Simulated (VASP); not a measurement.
# BaTiO3 (Pm-3m) in VASP: a series of runs

Runs on BaTiO3. Level: r2SCAN+U. Tasks: single point.

All numbers are computed with VASP 6.6.1; they aren't measurements. Logs are shortened: lines on timing, memory, paths and dates and some standing lists are left out, and cuts for length are marked.

## 1. The cell of the first run

The structure is cubic, space group Pm-3m (No. 221). The conventional cell has a = 3.764 Å, b = 3.764 Å, c = 3.764 Å, α = 90.00°, β = 90.00°, γ = 90.00°. Within 3.5 Å of Ba (site symmetry m-3m) lie 12 O at 2.66 Å and 8 Ti at 3.26 Å. Ti (site symmetry m-3m) has 6 O at 1.88 Å within 2.5 Å. O (site symmetry 4/mmm) has 2 Ti at 1.88 Å within 2.5 Å.

## 2. Single point, r2SCAN+U

File POSCAR:

```
BaTiO3
1.0
    3.7636721791      0.0000000000      0.0000000000
    0.0000000000      2.6613181200      2.6613181200
    0.0000000000     -2.6613181200      2.6613181200
Ba Ti O
1 1 3
Direct
    0.0000000000     -0.0040200000     -0.0040200000
    0.5000000000      0.4959800000      0.4959800000
    0.5000000000      0.9959800000      0.4959800000
    0.5000000000      0.4959800000      0.9959800000
    0.0000000000      0.4959800000      0.4959800000
```

File INCAR.step1:

```
SYSTEM = BaTiO3
  PREC = Accurate
  ENCUT = 910
  ISMEAR = 0
  SIGMA = 0.02
  LREAL = .FALSE.
  LASPH = .TRUE.
  NELM = 200
  LMAXMIX = 4
  LDAU = .TRUE.
  LDAUTYPE = 2
  LDAUL = -1 2 -1
  LDAUU = 0 4 0
  LDAUJ = 0 0 0
  NBANDS = 28
  GGA = PE
  ALGO = Normal
  EDIFF = 1E-5
  LWAVE = .TRUE.
  LCHARG = .FALSE.
  GGA_COMPAT = .FALSE.
```

File INCAR.step2:

```
SYSTEM = BaTiO3
  PREC = Accurate
  ENCUT = 910
  EDIFF = 1E-6
  ISMEAR = 0
  SIGMA = 0.02
  LREAL = .FALSE.
  LASPH = .TRUE.
  NELM = 200
  ALGO = Normal
  ISIF = 2
  LWAVE = .FALSE.
  LCHARG = .FALSE.
  LMAXMIX = 4
  LDAU = .TRUE.
  LDAUTYPE = 2
  LDAUL = -1 2 -1
  LDAUU = 0 4 0
  LDAUJ = 0 0 0
  LDAUPRINT = 1
  METAGGA = R2SCAN
  LMIXTAU = .TRUE.
  NBANDS = 28
  ISTART = 1
  GGA_COMPAT = .FALSE.
```

File KPOINTS:

```
Automatic mesh
0
G
  6 6 6
  0 0 0
```

Potentials or basis: VASP PAW PBE potentials, release 64 (Ba_sv, Ti_sv, O_h).

On the command line:

```sh
> cat potpaw_PBE.64/Ba_sv/POTCAR potpaw_PBE.64/Ti_sv/POTCAR potpaw_PBE.64/O_h/POTCAR > POTCAR
> cp INCAR.step1 INCAR
> mpirun -np 1 vasp_std > vasp.out
> cp INCAR.step2 INCAR
> mpirun -np 1 vasp_std > vasp.out
```

OUTCAR:

```text
SYSTEM = BaTiO3
   PREC = Accurate
   ENCUT = 910
   EDIFF = 1E-6
   ISMEAR = 0
   LREAL = .FALSE.
   LASPH = .TRUE.
   NELM = 200
   ISIF = 2
   METAGGA = R2SCAN
   ISTART = 1

 ion  position               nearest neighbor table
   1  0.000  0.996  0.996-   5 2.66   5 2.66   5 2.66   5 2.66   4 2.66   4 2.66   3 2.66   3 2.66
                             3 2.66   4 2.66   3 2.66   4 2.66   2 3.26   2 3.26   2 3.26   2 3.26
   2  0.500  0.496  0.496-   3 1.88   4 1.88   4 1.88   3 1.88   5 1.88   5 1.88   1 3.26   1 3.26
                             1 3.26   1 3.26   1 3.26   1 3.26   1 3.26   1 3.26
   3  0.500  0.996  0.496-   2 1.88   2 1.88   1 2.66   1 2.66   1 2.66   1 2.66
   4  0.500  0.496  0.996-   2 1.88   2 1.88   1 2.66   1 2.66   1 2.66   1 2.66
   5  0.000  0.496  0.496-   2 1.88   2 1.88   1 2.66   1 2.66   1 2.66   1 2.66

  LATTYP: Found a simple cubic cell.
 ALAT       =     3.7636721791

  Lattice vectors:

 A1 = (   3.7636721791,   0.0000000000,   0.0000000000)
 A2 = (   0.0000000000,   2.6613181200,   2.6613181200)
 A3 = (   0.0000000000,  -2.6613181200,   2.6613181200)

Analysis of symmetry for initial positions (statically):
=====================================================================
 Subroutine PRICEL returns:
 Original cell was already a primitive cell.

 Routine SETGRP: Setting up the symmetry group for a
 simple cubic supercell.

 Subroutine GETGRP returns: Found 48 space group operations
 (whereof  4 operations were pure point group operations)
 out of a pool of 48 trial point group operations.

The static configuration has the point symmetry C_2v.
 The point group associated with its full space group is O_h .

Analysis of symmetry for dynamics (positions and initial velocities):
=====================================================================
 Subroutine PRICEL returns:
 Original cell was already a primitive cell.

 Routine SETGRP: Setting up the symmetry group for a
 simple cubic supercell.

 Subroutine GETGRP returns: Found 48 space group operations
[... 158 lines left out ...]
  0.0000 -0.0000 -0.0753 -0.0000  0.2374

spin component  2

  0.1071 -0.0000 -0.0000  0.0000  0.0000
 -0.0000  0.2809 -0.0000  0.0000 -0.0000
 -0.0000 -0.0000  0.1505 -0.0000 -0.0753
  0.0000  0.0000 -0.0000  0.1071 -0.0000
  0.0000 -0.0000 -0.0753 -0.0000  0.2374

 occupancies and eigenvectors

  o =  0.1071  v =  0.0000  0.0000 -0.8660  0.0000 -0.5000  0.0000  0.0000  0.0000  0.0000  0.0000      0.0000  0.0000  0.0000  0.0000  0.0000  0.0000  0.0000  0.0000  0.0000  0.0000
  o =  0.1071  v =  0.0000  0.0000  0.0000  0.0000  0.0000  0.0000  0.0000 -0.8660  0.0000 -0.5000      0.0000  0.0000  0.0000  0.0000  0.0000  0.0000  0.0000  0.0000  0.0000  0.0000
  o =  0.1071  v =  1.0000  0.0000  0.0000  0.0000  0.0000  0.0000  0.0000  0.0000  0.0000  0.0000      0.0000  0.0000  0.0000  0.0000  0.0000  0.0000  0.0000  0.0000  0.0000  0.0000
  o =  0.1071  v =  0.0000  0.0000  0.0000  0.0000  0.0000  1.0000  0.0000  0.0000  0.0000  0.0000      0.0000  0.0000  0.0000  0.0000  0.0000  0.0000  0.0000  0.0000  0.0000  0.0000
  o =  0.1071  v =  0.0000  0.0000  0.0000  0.0000  0.0000  0.0000 -0.0000  0.0000  1.0000  0.0000      0.0000  0.0000  0.0000  0.0000  0.0000  0.0000  0.0000  0.0000  0.0000  0.0000
  o =  0.1071  v =  0.0000 -0.0000  0.0000  1.0000  0.0000  0.0000  0.0000  0.0000  0.0000  0.0000      0.0000  0.0000  0.0000  0.0000  0.0000  0.0000  0.0000  0.0000  0.0000  0.0000
  o =  0.2809  v =  0.0000  1.0000  0.0000  0.0000 -0.0000  0.0000  0.0000  0.0000  0.0000  0.0000      0.0000  0.0000  0.0000  0.0000  0.0000  0.0000  0.0000  0.0000  0.0000  0.0000
  o =  0.2809  v =  0.0000  0.0000  0.0000  0.0000  0.0000  0.0000  1.0000  0.0000  0.0000 -0.0000      0.0000  0.0000  0.0000  0.0000  0.0000  0.0000  0.0000  0.0000  0.0000  0.0000
  o =  0.2809  v =  0.0000  0.0000  0.0000  0.0000  0.0000  0.0000  0.0000 -0.5000  0.0000  0.8660      0.0000  0.0000  0.0000  0.0000  0.0000  0.0000  0.0000  0.0000  0.0000  0.0000
  o =  0.2809  v =  0.0000  0.0000 -0.5000  0.0000  0.8660  0.0000  0.0000  0.0000  0.0000  0.0000      0.0000  0.0000  0.0000  0.0000  0.0000  0.0000  0.0000  0.0000  0.0000  0.0000

 number of electron      40.0000000 magnetization

 Free energy of the ion-electron system (eV)
  ---------------------------------------------------
  ext. energy  EPLUGINS =         0.00000000
  ---------------------------------------------------
  free energy    TOTEN  =       -69.88441328 eV

  energy without entropy =      -69.88441328  energy(sigma->0) =      -69.88441328

 E-fermi :   5.8055     XC(G=0): -13.0106

 val. band max:        5.6906831748   @ k =   0.0000   0.0000   0.0000
 cond. band min:       8.7803316890   @ k =   0.0000   0.0000   0.0000
 fundamental gap:      3.0896485142
 Fermi energy:         5.8055040551

 k-point     1 :       0.0000    0.0000    0.0000
  band No.  band energies     occupation
      1     -53.2547      2.00000
      2     -28.5078      2.00000
      3     -28.5074      2.00000
      4     -28.5074      2.00000
      5     -19.5906      2.00000
      6     -12.5653      2.00000
[... 609 lines left out ...]
     27      16.0343      0.00000
     28      16.0349      0.00000

------------------------ aborting loop because EDIFF is reached ----------------------------------------

  FORCE on cell =-STRESS in cart. coord.  units (eV):
  Direction    XX          YY          ZZ          XY          YZ          ZX
  --------------------------------------------------------------------------------------
  -------------------------------------------------------------------------------------
  Total       18.9759873     18.9759873     18.9759873      0.0000000      0.0000000      0.0000000
  in kB      570.2687802    570.2687802    570.2687802      0.0000000      0.0000000      0.0000000
  external PRESSURE =     570.2687802 kB  Pullay stress =       0.0000000 kB

 VOLUME and BASIS-vectors are now :
 -----------------------------------------------------------------------------
  energy-cutoff  :      910.00
  volume of cell :       53.31
      direct lattice vectors                 reciprocal lattice vectors
     3.763672179  0.000000000  0.000000000     0.265697955  0.000000000  0.000000000
     0.000000000  2.661318120  2.661318120     0.000000000  0.187876825  0.187876825
     0.000000000 -2.661318120  2.661318120     0.000000000 -0.187876825  0.187876825

 POSITION                                       TOTAL-FORCE (eV/Angst)
 -----------------------------------------------------------------------------------
      0.00000      0.00000      5.30124         0.000000      0.000000      0.000000
      1.88184      0.00000      2.63992         0.000000     -0.000000      0.000000
      1.88184      1.33066      3.97058         0.000000     -0.000000     -0.000000
      1.88184     -1.33066      3.97058         0.000000      0.000000     -0.000000
      0.00000      0.00000      2.63992         0.000000      0.000000      0.000000
 -----------------------------------------------------------------------------------
    total drift:                                0.000000      0.000001     -0.000159

  FREE ENERGIE OF THE ION-ELECTRON SYSTEM (eV)
  ---------------------------------------------------
  free  energy   TOTEN  =       -69.8844132821 eV

  energy  without entropy=      -69.8844132821  energy(sigma->0) =      -69.88441328
```

Wall time 9 min (1 thread of AMD EPYC 7R43 (Zen 3), shared host); peak memory 0.26 GiB.

What came out:

* Free energy: -69.8844 eV
* Pressure: 57.0 GPa
* Band gap on the k mesh: 3.09 eV

Levels at points of the mesh, in eV from the valence-band top:
| k point | band 16 | band 17 | band 18 | band 19 | band 20 | band 21 | band 22 | band 23 | band 24 | band 25 |
| --- | --- | --- | --- | --- | --- | --- | --- | --- | --- | --- |
| (0.00, 0.00, 0.00) | -1.53 | -1.53 | 0.00 | 0.00 | 0.00 | 3.09 | 3.09 | 3.09 | 5.44 | 5.44 |
| (0.50, 0.00, 0.00) | -2.21 | -1.94 | -1.94 | -0.81 | -0.81 | 3.39 | 5.44 | 5.44 | 5.64 | 8.27 |
| (0.50, 0.50, 0.00) | -3.38 | -1.81 | -0.75 | -0.75 | -0.18 | 5.47 | 5.47 | 5.99 | 6.81 | 9.63 |
| (0.50, 0.50, 0.50) | -2.09 | -2.09 | -0.06 | -0.06 | -0.06 | 6.41 | 6.41 | 6.41 | 8.25 | 8.25 |

Eigenvalues of the final occupation matrices:
```tsv
site	spin	trace	eigenvalues
site 2 d	1	0.88	0.11 0.11 0.11 0.28 0.28
site 2 d	2	0.88	0.11 0.11 0.11 0.28 0.28
```

Caveat: the cutoff is under 1.25 times the usual one of these potentials, so pressure, stress and relaxed cells hold a basis-set (Pulay) error; the cell stands under pressure; the PAW data sets were made with another functional, which shifts forces and pressure a little; spin-orbit coupling is left out, which moves the levels of the heavy elements. A k mesh can miss the band edges.

## 3. Single point, r2SCAN+U

This run uses another cell than the first one, of 9.75 Å³/atom.

POSCAR, as its differences from that of step 2:

```diff
@@ -2,5 +2,5 @@
 1.0
-    3.7636721791      0.0000000000      0.0000000000
-    0.0000000000      2.6613181200      2.6613181200
-    0.0000000000     -2.6613181200      2.6613181200
+    3.6529885986      0.0000000000      0.0000000000
+    0.0000000000      2.5830530097      2.5830530097
+    0.0000000000     -2.5830530097      2.5830530097
 Ba Ti O
```

File INCAR.step1:

```
SYSTEM = BaTiO3
PREC     = Accurate       ! precision mode
ENCUT    = 910            ! plane-wave cutoff, eV
ISMEAR   = 0              ! smearing method
SIGMA    = 0.02           ! smearing width, eV
LREAL    = .FALSE.        ! projectors in reciprocal space
LASPH    = .TRUE.         ! aspherical terms in the spheres
NELM     = 200            ! most SCF steps
LMAXMIX  = 4              ! l up to which the mixer works
LDAU     = .TRUE.         ! DFT+U
LDAUTYPE = 2            
LDAUL    = -1 2 -1        ! shell
LDAUU    = 0 4 0          ! U, eV
LDAUJ    = 0 0 0        
NBANDS   = 28             ! bands
GGA      = PE             ! functional
ALGO     = Normal         ! electronic algorithm
EDIFF    = 1E-5           ! SCF threshold, eV
LWAVE    = .TRUE.         ! write WAVECAR
LCHARG   = .FALSE.        ! write CHGCAR
GGA_COMPAT= .FALSE.
```

File INCAR.step2:

```
SYSTEM = BaTiO3
PREC     = Accurate       ! precision mode
ENCUT    = 910            ! plane-wave cutoff, eV
EDIFF    = 1E-6           ! SCF threshold, eV
ISMEAR   = 0              ! smearing method
SIGMA    = 0.02           ! smearing width, eV
LREAL    = .FALSE.        ! projectors in reciprocal space
LASPH    = .TRUE.         ! aspherical terms in the spheres
NELM     = 200            ! most SCF steps
ALGO     = Normal         ! electronic algorithm
ISIF     = 2              ! what is computed and relaxed
LWAVE    = .FALSE.        ! write WAVECAR
LCHARG   = .TRUE.         ! write CHGCAR
LMAXMIX  = 4              ! l up to which the mixer works
LDAU     = .TRUE.         ! DFT+U
LDAUTYPE = 2            
LDAUL    = -1 2 -1        ! shell
LDAUU    = 0 4 0          ! U, eV
LDAUJ    = 0 0 0        
LDAUPRINT= 1            
METAGGA  = R2SCAN         ! meta-GGA
LMIXTAU  = .TRUE.       
LELF     = .TRUE.         ! ELF
LVHAR    = .TRUE.       
NBANDS   = 28             ! bands
ISTART   = 1            
GGA_COMPAT= .FALSE.
```

KPOINTS is that of step 2.

Potentials or basis: VASP PAW PBE potentials, release 64 (Ba_sv, Ti_sv, O_h).

On the command line:

```sh
> cat potpaw_PBE.64/Ba_sv/POTCAR potpaw_PBE.64/Ti_sv/POTCAR potpaw_PBE.64/O_h/POTCAR > POTCAR
> cp INCAR.step1 INCAR
> mpirun -np 1 vasp_std > vasp.out
> cp INCAR.step2 INCAR
> mpirun -np 1 vasp_std > vasp.out
```

OUTCAR:

```text
SYSTEM = BaTiO3
   PREC = Accurate
   ENCUT = 910
   EDIFF = 1E-6
   ISMEAR = 0
   LREAL = .FALSE.
   LASPH = .TRUE.
   NELM = 200
   ISIF = 2
   METAGGA = R2SCAN
   ISTART = 1

 ion  position               nearest neighbor table
   1  0.000  0.996  0.996-   3 2.58   4 2.58   3 2.58   4 2.58   3 2.58   4 2.58   3 2.58   4 2.58
                             5 2.58   5 2.58   5 2.58   5 2.58   2 3.16   2 3.16   2 3.16   2 3.16
   2  0.500  0.496  0.496-   5 1.83   5 1.83   3 1.83   4 1.83   3 1.83   4 1.83   1 3.16   1 3.16
                             1 3.16   1 3.16   1 3.16   1 3.16   1 3.16   1 3.16
   3  0.500  0.996  0.496-   2 1.83   2 1.83   1 2.58   1 2.58   1 2.58   1 2.58
   4  0.500  0.496  0.996-   2 1.83   2 1.83   1 2.58   1 2.58   1 2.58   1 2.58
   5  0.000  0.496  0.496-   2 1.83   2 1.83   1 2.58   1 2.58   1 2.58   1 2.58

  LATTYP: Found a simple cubic cell.
 ALAT       =     3.6529885986

  Lattice vectors:

 A1 = (   3.6529885986,   0.0000000000,   0.0000000000)
 A2 = (   0.0000000000,   2.5830530097,   2.5830530097)
 A3 = (   0.0000000000,  -2.5830530097,   2.5830530097)

Analysis of symmetry for initial positions (statically):
=====================================================================
 Subroutine PRICEL returns:
 Original cell was already a primitive cell.

 Routine SETGRP: Setting up the symmetry group for a
 simple cubic supercell.

 Subroutine GETGRP returns: Found 48 space group operations
 (whereof  4 operations were pure point group operations)
 out of a pool of 48 trial point group operations.

The static configuration has the point symmetry C_2v.
[... 185 lines left out ...]
  o =  0.1159  v =  0.0000 -0.0000  0.8660  0.0000  0.5000  0.0000  0.0000  0.0000  0.0000  0.0000      0.0000  0.0000  0.0000  0.0000  0.0000  0.0000  0.0000  0.0000  0.0000  0.0000
  o =  0.1159  v =  0.0000  0.0000  0.0000  0.0000  0.0000  0.0000 -0.0000  0.8660  0.0000  0.5000      0.0000  0.0000  0.0000  0.0000  0.0000  0.0000  0.0000  0.0000  0.0000  0.0000
  o =  0.3116  v =  0.0000 -0.0000 -0.5000 -0.0000  0.8660  0.0000  0.0000  0.0000  0.0000  0.0000      0.0000  0.0000  0.0000  0.0000  0.0000  0.0000  0.0000  0.0000  0.0000  0.0000
  o =  0.3116  v =  0.0000  0.0000  0.0000  0.0000  0.0000  0.0000 -0.0000 -0.5000 -0.0000  0.8660      0.0000  0.0000  0.0000  0.0000  0.0000  0.0000  0.0000  0.0000  0.0000  0.0000
  o =  0.3116  v =  0.0000  0.0000  0.0000  0.0000  0.0000  0.0000  1.0000 -0.0000  0.0000  0.0000      0.0000  0.0000  0.0000  0.0000  0.0000  0.0000  0.0000  0.0000  0.0000  0.0000
  o =  0.3116  v =  0.0000  1.0000 -0.0000  0.0000  0.0000  0.0000  0.0000  0.0000  0.0000  0.0000      0.0000  0.0000  0.0000  0.0000  0.0000  0.0000  0.0000  0.0000  0.0000  0.0000

 number of electron      40.0000002 magnetization

 Free energy of the ion-electron system (eV)
  ---------------------------------------------------
  ext. energy  EPLUGINS =         0.00000000
  ---------------------------------------------------
  free energy    TOTEN  =       -67.68227351 eV

  energy without entropy =      -67.68227351  energy(sigma->0) =      -67.68227351

 E-fermi :   6.9744     XC(G=0): -13.5606

 val. band max:        6.7612765658   @ k =   0.0000   0.0000   0.0000
 cond. band min:       9.8473548757   @ k =   0.0000   0.0000   0.0000
 fundamental gap:      3.0860783099
 Fermi energy:         6.9744280218

 k-point     1 :       0.0000    0.0000    0.0000
  band No.  band energies     occupation
      1     -51.8490      2.00000
      2     -27.2029      2.00000
      3     -27.2024      2.00000
      4     -27.2024      2.00000
      5     -18.7614      2.00000
      6     -11.6856      2.00000
[... 609 lines left out ...]
     27      18.1869      0.00000
     28      18.1877      0.00000

------------------------ aborting loop because EDIFF is reached ----------------------------------------

  FORCE on cell =-STRESS in cart. coord.  units (eV):
  Direction    XX          YY          ZZ          XY          YZ          ZX
  --------------------------------------------------------------------------------------
  -------------------------------------------------------------------------------------
  Total       30.2045534     30.2045534     30.2045534      0.0000000     -0.0000000      0.0000000
  in kB      992.7457833    992.7457833    992.7457833      0.0000000     -0.0000000      0.0000000
  external PRESSURE =     992.7457833 kB  Pullay stress =       0.0000000 kB

 VOLUME and BASIS-vectors are now :
 -----------------------------------------------------------------------------
  energy-cutoff  :      910.00
  volume of cell :       48.75
      direct lattice vectors                 reciprocal lattice vectors
     3.652988599  0.000000000  0.000000000     0.273748459  0.000000000  0.000000000
     0.000000000  2.583053010  2.583053010     0.000000000  0.193569392  0.193569392
     0.000000000 -2.583053010  2.583053010     0.000000000 -0.193569392  0.193569392

 POSITION                                       TOTAL-FORCE (eV/Angst)
 -----------------------------------------------------------------------------------
      0.00000      0.00000      5.14534         0.000000      0.000000      0.000000
      1.82649      0.00000      2.56229         0.000000      0.000000     -0.000000
      1.82649      1.29153      3.85381         0.000000      0.000000      0.000000
      1.82649     -1.29153      3.85381         0.000000     -0.000000     -0.000000
      0.00000      0.00000      2.56229         0.000000     -0.000000      0.000000
 -----------------------------------------------------------------------------------
    total drift:                                0.000000      0.000004     -0.000184

  FREE ENERGIE OF THE ION-ELECTRON SYSTEM (eV)
  ---------------------------------------------------
  free  energy   TOTEN  =       -67.6822735104 eV

  energy  without entropy=      -67.6822735104  energy(sigma->0) =      -67.68227351
```

OSZICAR.step1:

```text
N       E                     dE             d eps       ncg     rms          rms(c)
DAV:   1     0.635048404763E+03    0.63505E+03   -0.29711E+04  1120   0.247E+03
DAV:   2     0.655008513058E+02   -0.56955E+03   -0.54020E+03  1192   0.580E+02
DAV:   3    -0.379391448015E+02   -0.10344E+03   -0.98276E+02  1532   0.203E+02
DAV:   4    -0.438063158490E+02   -0.58672E+01   -0.58475E+01  1600   0.483E+01
DAV:   5    -0.439981274701E+02   -0.19181E+00   -0.19167E+00  1620   0.786E+00    0.346E+01
DAV:   6    -0.325061685207E+02    0.11492E+02   -0.46190E+01  1568   0.795E+01    0.136E+01
DAV:   7    -0.330462639888E+02   -0.54010E+00   -0.60952E+00  1460   0.152E+01    0.938E+00
DAV:   8    -0.331421961138E+02   -0.95932E-01   -0.10672E+00  1340   0.795E+00    0.166E+00
DAV:   9    -0.331161044675E+02    0.26092E-01   -0.16127E-01  1476   0.257E+00    0.811E-01
DAV:  10    -0.331194652648E+02   -0.33608E-02   -0.92818E-02  1324   0.366E+00    0.774E-01
DAV:  11    -0.331162489634E+02    0.32163E-02   -0.21827E-02  1380   0.189E+00    0.140E-01
DAV:  12    -0.331163747448E+02   -0.12578E-03   -0.22997E-03  1588   0.460E-01    0.192E-01
DAV:  13    -0.331160727864E+02    0.30196E-03   -0.95670E-04  1480   0.403E-01    0.120E-02
DAV:  14    -0.331160791141E+02   -0.63277E-05   -0.69149E-05  1376   0.586E-02
   1 F= -.33116079E+02 E0= -.33116079E+02  d E =-.187224E-38
```

It took 3.1 min on 1 thread of AMD EPYC 7R43 (Zen 3), shared host; peak memory 0.22 GiB.

Results:

| Item | Value |
| --- | --- |
| Free energy | -67.6823 eV |
| Pressure | 99.3 GPa |
| Band gap on the k mesh | 3.09 eV |

Eigenvalues of the final occupation matrices:
| site | spin | trace | eigenvalues |
| --- | --- | --- | --- |
| site 2 d | 1 | 0.97 | 0.12 0.12 0.12 0.31 0.31 |
| site 2 d | 2 | 0.97 | 0.12 0.12 0.12 0.31 0.31 |

Caveat: the cutoff is under 1.25 times the usual one of these potentials, so pressure, stress and relaxed cells hold a basis-set (Pulay) error; the cell stands under pressure; the PAW data sets were made with another functional, which shifts forces and pressure a little; spin-orbit coupling is left out, which moves the levels of the heavy elements. A k mesh can miss the band edges.
